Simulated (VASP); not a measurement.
# Al: single point with LDA

The system is Al.

```xyz
4
Lattice="2.7889 0.0000 0.0000 -1.3944 2.4152 0.0000 0.0000 0.0000 9.0618" Properties=species:S:1:pos:R:3 pbc="T T T"
Al    1.3944    0.8051    6.7964
Al    0.0000    0.0000    4.5309
Al    0.0000    1.6102    2.2655
Al    0.0000    0.0000    0.0000
```

```json
{
 "Program": "VASP 6.6.1",
 "Task": "single point",
 "Functional": "LDA",
 "Potentials or basis": "VASP PAW LDA potentials, release 64 (Al)",
 "Cutoff": "520 eV",
 "k mesh": "11 × 11 × 3",
 "Occupations": "fermi-dirac, width 0.05 eV",
 "Spin": "no spin polarisation",
 "Dipole correction": "no",
 "Further INCAR settings": "ALGO = Normal; EDIFF = 1e-06; NBANDS = 14"
}
```

| Property | Result |
| --- | --- |
| Pressure | 3.7 GPa |
| Band gap on the k mesh | zero (band 6 reaches 12.71 eV, above the bottom of band 7 at 6.66 eV) |

Stress tensor (GPa, compression positive):
```
3.00 0.00 0.00
0.00 3.00 0.00
0.00 0.00 5.16
```

Levels at points of the mesh, in eV from the Fermi level:
| k point | band 4 | band 5 | band 6 | band 7 | band 8 | band 9 |
| --- | --- | --- | --- | --- | --- | --- |
| (0.00, 0.00, 0.00) | -4.85 | -4.45 | 3.66 | 3.68 | 11.07 | 11.07 |

Wall time 16 s on 1 thread of Intel Xeon 6975P-C, with other jobs on the host, peak memory 0.16 GiB.
